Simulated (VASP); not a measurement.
# Bi (Im-3m) in VASP: notebook

Bi is run at these levels: PBE; tasks: single point, relaxation of cell and atoms.

All numbers are computed with VASP 6.6.1; they aren't measurements. Logs are shortened: lines on timing, memory, paths and dates and some standing lists are left out, and cuts for length are marked.

**1. The cell of the first run**

Symmetry: Im-3m, No. 229, cubic system. Conventional cell: a = 3.696 Å, b = 3.696 Å, c = 3.696 Å, α = 90.00°, β = 90.00°, γ = 90.00°. Bi (site symmetry m-3m) has 14 Bi at 3.20 to 3.70 Å within 4.2 Å.

**2. Single point, PBE**

File INCAR:

```
PREC     = Accurate       # precision mode
ENCUT    = 520            # plane-wave cutoff, eV
EDIFF    = 1E-7           # SCF threshold, eV
ISMEAR   = 0              # smearing method
SIGMA    = 0.1            # smearing width, eV
LREAL    = False          # projectors in reciprocal space
LASPH    = True           # aspherical terms in the spheres
NELM     = 60             # most SCF steps
ALGO     = Normal         # electronic algorithm
ISIF     = 2              # what is computed and relaxed
LWAVE    = False          # write WAVECAR
LCHARG   = False          # write CHGCAR
GGA      = PE             # functional
NBANDS   = 14             # bands
```

File KPOINTS:

```
Automatic mesh
0
Gamma
  8 8 8
```

File POSCAR:

```
Bi
1.0
   -1.8480480384      1.8480480384      1.8480480384
    1.8480480384     -1.8480480384      1.8480480384
    1.8480480384      1.8480480384     -1.8480480384
Bi
1
Direct
    0.0000000000      0.0000000000      0.0000000000
```

Potentials or basis: VASP PAW PBE potentials, release 64 (Bi_d).

Started as:

```sh
cat potpaw_PBE.64/Bi_d/POTCAR > POTCAR
mpirun -np 1 vasp_std > vasp.out
```

OUTCAR:

```text
PREC = Accurate
   ENCUT = 520
   EDIFF = 1E-7
   ISMEAR = 0
   LREAL = False
   LASPH = True
   NELM = 60
   ISIF = 2
   GGA = PE

 ion  position               nearest neighbor table
   1  0.000  0.000  0.000-

  LATTYP: Found a body centered cubic cell.
 ALAT       =     3.6960960768

  Lattice vectors:

 A1 = (  -1.8480480384,   1.8480480384,   1.8480480384)
 A2 = (   1.8480480384,  -1.8480480384,   1.8480480384)
 A3 = (   1.8480480384,   1.8480480384,  -1.8480480384)

Analysis of symmetry for initial positions (statically):
=====================================================================
 Subroutine PRICEL returns:
 Original cell was already a primitive cell.

 Routine SETGRP: Setting up the symmetry group for a
 body centered cubic supercell.

 Subroutine GETGRP returns: Found 48 space group operations
 (whereof 48 operations were pure point group operations)
 out of a pool of 48 trial point group operations.

The static configuration has the point symmetry O_h .

Analysis of symmetry for dynamics (positions and initial velocities):
=====================================================================
 Subroutine PRICEL returns:
 Original cell was already a primitive cell.

 Routine SETGRP: Setting up the symmetry group for a
 body centered cubic supercell.

 Subroutine GETGRP returns: Found 48 space group operations
 (whereof 48 operations were pure point group operations)
 out of a pool of 48 trial point group operations.

The dynamic configuration has the point symmetry O_h .

 Subroutine INISYM returns: Found 48 space group operations
 (whereof 48 operations are pure point group operations),
 and found     1 'primitive' translations

----------------------------------------------------------------------------------------

                                     Primitive cell

  volume of cell :      25.2464

  direct lattice vectors                    reciprocal lattice vectors
    -1.848048038  1.848048038  1.848048038     0.000000000  0.270555738  0.270555738
     1.848048038 -1.848048038  1.848048038     0.270555738  0.000000000  0.270555738
     1.848048038  1.848048038 -1.848048038     0.270555738  0.270555738  0.000000000

  length of vectors
     3.200913097  3.200913097  3.200913097     0.382623593  0.382623593  0.382623593

  position of ions in fractional coordinates (direct lattice)
     0.000000000  0.000000000  0.000000000

  ion indices of the primitive-cell ions
   primitive index   ion index
                 1           1

----------------------------------------------------------------------------------------

 KPOINTS: Automatic mesh

Automatic generation of k-mesh.
 Grid dimensions read from file:
 generate k-points for:    8    8    8

 Generating k-lattice:

  Cartesian coordinates                     Fractional coordinates (reciprocal lattice)
     0.000000000  0.033819467  0.033819467     0.125000000  0.000000000  0.000000000
     0.033819467  0.000000000  0.033819467     0.000000000  0.125000000  0.000000000
     0.033819467  0.033819467  0.000000000     0.000000000  0.000000000  0.125000000

  Length of vectors
     0.047827949  0.047827949  0.047827949

  Shift w.r.t. Gamma in fractional coordinates (k-lattice)
     0.000000000  0.000000000  0.000000000

 Subroutine IBZKPT returns following result:
 ===========================================

 Found     29 irreducible k-points:

 Following reciprocal coordinates:
            Coordinates               Weight
  0.000000  0.000000  0.000000      1.000000
  0.125000  0.000000  0.000000     12.000000
  0.250000  0.000000  0.000000     12.000000
  0.375000  0.000000  0.000000     12.000000
  0.500000  0.000000  0.000000      6.000000
  0.125000  0.125000  0.000000     24.000000
[... 16 lines left out ...]
 -0.250000  0.250000  0.250000      6.000000
 -0.375000  0.375000  0.250000     24.000000
 [... further k-points ...]
   k-points           NKPTS =     29   k-points in BZ     NKDIM =     29   number of bands    NBANDS=     14
   number of dos      NEDOS =    301   number of ions     NIONS =      1
   total plane-waves  NPLWV =  13824
   dimension x,y,z NGX =    24 NGY =   24 NGZ =   24
   dimension x,y,z NGXF=    48 NGYF=   48 NGZF=   48
   ions per type =               1
   NGX,Y,Z   is equivalent  to a cutoff of  12.46, 12.46, 12.46 a.u.
   NGXF,Y,Z  is equivalent  to a cutoff of  24.93, 24.93, 24.93 a.u.
 SYSTEM =  unknown system
   PREC   = accura    normal or accurate (medium, high low for compatibility)
   ISTART =      0    job   : 0-new  1-cont  2-samecut
   ICHARG =      2    charge: 1-file 2-atom 10-const
   ISPIN  =      1    spin polarized calculation?
   LNONCOLLINEAR =      F non collinear calculations
   LSORBIT =      F    spin-orbit coupling
   LASPH  =      T    aspherical Exc in radial PAW
   ENCUT  =  520.0 eV  38.22 Ry    6.18 a.u.   5.95  5.95  5.95*2*pi/ulx,y,z
   NELM   =     60;   NELMIN=  2; NELMDL= -5     # of ELM steps
   EDIFF  = 0.1E-06   stopping-criterion for ELM
   LREAL  =      F    real-space projection
   EDIFFG = 0.1E-05   stopping-criterion for IOM
   NSW    =      0    number of steps for IOM
   IBRION =     -1    ionic relax: 0-MD 1-quasi-New 2-CG
   NFREE  =      0    steps in history (QN), initial steepest desc. (CG)
   ISIF   =      2    stress and relaxation
   ISYM   =      2    0-nonsym 1-usesym 2-fastsym
   POTIM  = 0.5000    time-step for ionic-motion
   TEBEG  =    0.0;   TEEND  =   0.0 temperature during run
   PSTRESS=    0.0 pullay stress
   NELECT =      15.0000    total number of electrons
   NUPDOWN=      -1.0000    fix difference up-down
   EMIN   =  10.00;   EMAX   =-10.00  energy-range for DOS
   EFERMI =   0.00;   METHOD = LEGACY
   ISMEAR =     0;   SIGMA  =   0.10  broadening in eV -4-tet -1-fermi 0-gaus
   EFERMI_NEDOS =   21; number of points for ismear=-14 and -15
   IALGO  =     38    algorithm
   IMIX   =      4    mixing-type and parameters
     AMIX     =   0.40;   BMIX     =  1.00
     AMIX_MAG =   1.60;   BMIX_MAG =  1.00
  volume/ion in A,a.u.               =      25.25       170.37
  Fermi-wavevector in a.u.,A,eV,Ry     =   1.376275  2.600783 25.771255  1.894134
  Thomas-Fermi vector in A             =   2.501535
   LORBIT       =      0    0 simple, 1 ext, 2 COOP (PROOUT), +10 PAW based schemes
   GGA     = PE    functional components
   LHFCALC =     F    Hartree Fock is set to
   AEXX    =    0.0000 exact exchange contribution
   IVDW    =     0    specifies the selected vdW correction
   LEPSILON=     F    determine dielectric tensor
   LRPA    =     F    only Hartree local field effects (RPA)
 non-spin polarized calculation
 Gauss-broadening in eV      SIGMA  =   0.10
  energy-cutoff  :      520.00
  volume of cell :       25.25
 maximum number of plane-waves:       691
   NGX = 11   NGY = 11   NGZ = 11

 number of electron      14.9999997 magnetization

 Free energy of the ion-electron system (eV)
  ---------------------------------------------------
  ext. energy  EPLUGINS =         0.00000000
  ---------------------------------------------------
  free energy    TOTEN  =        -3.41535515 eV

  energy without entropy =       -3.41196207  energy(sigma->0) =       -3.41365861

 E-fermi :  10.7264     XC(G=0): -11.3317

 val. band max:       10.5987809909   @ k =  -0.3750   0.3750   0.2500
 cond. band min:      10.7393550560   @ k =  -0.2500   0.3750   0.1250
 fundamental gap:      0.1405740650
 Fermi energy:        10.7263622971

 k-point     1 :       0.0000    0.0000    0.0000
  band No.  band energies     occupation
      1     -12.4794      2.00000
      2     -12.4794      2.00000
      3     -12.4794      2.00000
      4     -12.2283      2.00000
      5     -12.2283      2.00000
      6      -4.3895      2.00000
      7      17.6275      0.00000
      8      17.6275      0.00000
      9      17.6275      0.00000
     10      21.2378      0.00000
     11      21.2378      0.00000
     12      21.2378      0.00000
     13      23.0148      0.00000
     14      23.9805      0.00000

 k-point     2 :       0.1250    0.0000    0.0000
  band No.  band energies     occupation
      1     -12.4918      2.00000
      2     -12.4628      2.00000
      3     -12.4215      2.00000
      4     -12.2419      2.00000
      5     -12.2299      2.00000
      6      -4.0262      2.00000
      7      14.6522      0.00000
      8      16.5116      0.00000
      9      17.1373      0.00000
     10      19.8575      0.00000
     11      20.5799      0.00000
     12      21.1392      0.00000
     13      23.9528      0.00000
     14      25.1944      0.00000

 k-point     3 :       0.2500    0.0000    0.0000
  band No.  band energies     occupation
      1     -12.5217      2.00000
      2     -12.4390      2.00000
      3     -12.2789      2.00000
      4     -12.2620      2.00000
      5     -12.2337      2.00000
      6      -2.9458      2.00000
      7      10.2419      2.00000
      8      14.6655      0.00000
      9      16.0316      0.00000
     10      18.5864      0.00000
     11      19.7158      0.00000
     12      21.9265      0.00000
     13      24.3804      0.00000
     14      27.6763      0.00000
[... 324 lines left out ...]
 k-point    23 :      -0.2500    0.2500    0.2500
  band No.  band energies     occupation
      1     -12.3734      2.00000
      2     -12.3266      2.00000
      3     -12.3266      2.00000
      4     -12.2940      2.00000
      5     -12.2904      2.00000
      6      -1.5502      2.00000
      7      10.3471      2.00000
      8      11.8445      0.00000
      9      11.8445      0.00000
     10      16.1274      0.00000
     11      23.8704      0.00000
     12      23.8704      0.00000
     13      24.2227      0.00000
     14      24.7791      0.00000

 k-point    24 :      -0.3750    0.3750    0.2500
  band No.  band energies     occupation
      1     -12.4241      2.00000
      2     -12.3545      2.00000
      3     -12.3333      2.00000
      4     -12.2537      2.00000
      5     -12.1541      2.00000
      6       0.0288      2.00000
      7       7.6504      2.00000
      8      10.5988      1.92881
      9      11.5024      0.00000
     10      16.2044      0.00000
     11      20.9740      0.00000
     12      23.5268      0.00000
     13      23.7182      0.00000
     14      27.5448      0.00000

 [... further k-points ...]
[... 5 lines left out ...]
  --------------------------------------------------------------------------------------
  -------------------------------------------------------------------------------------
  Total        3.1256190      3.1256190      3.1256190     -0.0000000     -0.0000000      0.0000000
  in kB      198.3566924    198.3566924    198.3566924     -0.0000000     -0.0000000      0.0000000
  external PRESSURE =     198.3566924 kB  Pullay stress =       0.0000000 kB

 VOLUME and BASIS-vectors are now :
 -----------------------------------------------------------------------------
  energy-cutoff  :      520.00
  volume of cell :       25.25
      direct lattice vectors                 reciprocal lattice vectors
    -1.848048038  1.848048038  1.848048038     0.000000000  0.270555738  0.270555738
     1.848048038 -1.848048038  1.848048038     0.270555738  0.000000000  0.270555738
     1.848048038  1.848048038 -1.848048038     0.270555738  0.270555738  0.000000000

 POSITION                                       TOTAL-FORCE (eV/Angst)
 -----------------------------------------------------------------------------------
      0.00000      0.00000      0.00000         0.000000      0.000000     -0.000000
 -----------------------------------------------------------------------------------
    total drift:                               -0.000000      0.000000      0.000000

  FREE ENERGIE OF THE ION-ELECTRON SYSTEM (eV)
  ---------------------------------------------------
  free  energy   TOTEN  =        -3.4153551533 eV

  energy  without entropy=       -3.4119620693  energy(sigma->0) =       -3.41365861
```

Wall time 12 s (1 thread of AMD EPYC 7R13, shared host); peak memory 0.11 GiB.

Results:

| Item | Value |
| --- | --- |
| Free energy | -3.4154 eV |
| Pressure | 19.8 GPa |

Levels at points of the mesh, in eV from the Fermi level:
```
           k point  band 3  band 4  band 5  band 6  band 7  band 8  band 9  band 10  band 11  band 12
(0.00, 0.00, 0.00)  -23.21  -22.95  -22.95  -15.12    6.90    6.90    6.90    10.51    10.51    10.51
(0.50, 0.00, 0.00)  -22.97  -22.96  -22.80  -10.72   -6.34    2.08    4.06     6.93     8.26    13.86
(0.50, 0.50, 0.50)  -22.83  -22.83  -22.83   -7.50   -2.24   -2.24   -2.24     3.43     3.43    15.97
```

Caveat: spin-orbit coupling is left out, which moves the levels of the heavy elements.

**3. Relaxation of cell and atoms, PBE, target pressure 40.8 GPa, at which the enthalpy is minimised**

This run uses another cell than the first one, of 22.32 Å³/atom, 0.884 times its volume.

File INCAR:

```
PREC = Accurate
ENCUT = 600
EDIFF = 1E-6
ISMEAR = 0
SIGMA = 0.1
LREAL = False
LASPH = True
NELM = 80
ALGO = Normal
ISIF = 3
LWAVE = False
LCHARG = False
GGA = PE
IBRION = 2
NSW = 80
EDIFFG = -0.05
PSTRESS = 408.0
```

File KPOINTS:

```
regular mesh
0
Gamma
  8 8 8
```

File POSCAR:

```
Bi
1.0
   -1.7736140131      1.7736140131      1.7736140131
    1.7736140131     -1.7736140131      1.7736140131
    1.7736140131      1.7736140131     -1.7736140131
Bi
1
Direct
    0.0000000000      0.0000000000      0.0000000000
```

Potentials or basis: VASP PAW PBE potentials, release 64 (Bi_d).

Started as:

```sh
cat potpaw_PBE.64/Bi_d/POTCAR > POTCAR
mpirun -np 1 vasp_std > vasp.out
```

It took 13 s on 1 thread of AMD EPYC 7R13, shared host; peak memory 0.12 GiB.

It converged, with:

```
Free energy             : -2.8751 eV
Pressure after relaxing : 40.8 GPa
```

Final structure:
```
CELL_PARAMETERS angstrom
-1.77361 1.77361 1.77361
1.77361 -1.77361 1.77361
1.77361 1.77361 -1.77361
ATOMIC_POSITIONS crystal
Bi 0.00000 0.00000 0.00000
```

Levels at points of the mesh, in eV from the Fermi level:
| k point | band 5 | band 6 | band 7 | band 8 | band 9 | band 10 | band 11 |
| --- | --- | --- | --- | --- | --- | --- | --- |
| (0.00, 0.00, 0.00) | -23.08 | -16.32 | 8.11 | 8.11 | 8.11 | 10.39 | 10.39 |
| (0.50, 0.00, 0.00) | -22.85 | -10.95 | -7.26 | 2.37 | 4.27 | 7.60 | 8.74 |
| (0.50, 0.50, 0.50) | -22.90 | -6.91 | -2.60 | -2.60 | -2.60 | 3.37 | 3.37 |

Caveat: the relaxation stopped at its first step, so nothing moved; the cell is relaxed towards a set pressure, so the enthalpy falls and the energy may rise; spin-orbit coupling is left out, which moves the levels of the heavy elements.
